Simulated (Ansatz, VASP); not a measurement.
## Two plane-wave programs on GePt

```
Ge Pt
1.0
     3.45989    0.00000    0.00000
    -1.72994    2.99635    0.00000
     0.00000    0.00000    3.36283
Ge Pt
1 1
Direct
  0.66667 0.33333 0.00000
  0.33333 0.66667 0.50000
```

Alike in both runs: functional PBE; k mesh 7 × 7 × 4; occupations gaussian, width 0.2 eV; no spin polarisation.

Ansatz relaxed the structure, and its values are those at the end. VASP's run is a single point on that final structure, the one shown.

|  | VASP | Ansatz |
| --- | --- | --- |
| version | VASP 6.6.1 | Ansatz 0.2.0 |
| potentials or method | VASP PAW PBE potentials, release 64 (Ge_d, Pt), cutoff 500 eV | scalar-relativistic, plane waves, PAW |
| valence electrons in the cell | 24 | 32 |

|  | VASP | Ansatz | Ansatz less VASP |
| --- | --- | --- | --- |
| gap on the k mesh at the Fermi level (eV) | none | none | - |
| pressure (GPa) | 0.1 | 0.1 | -0.01 |

A gap of «none» marks a metal or a gap that the smearing closes. The functional is the same, so the differences come from potentials, cutoffs and numerics. VASP's potentials hold 24 valence electrons a cell and Ansatz's 32, so a difference there can come from the potentials and not from the codes.

The k mesh is coarse, so the values compare programs but aren't converged. Spin-orbit coupling is off throughout.
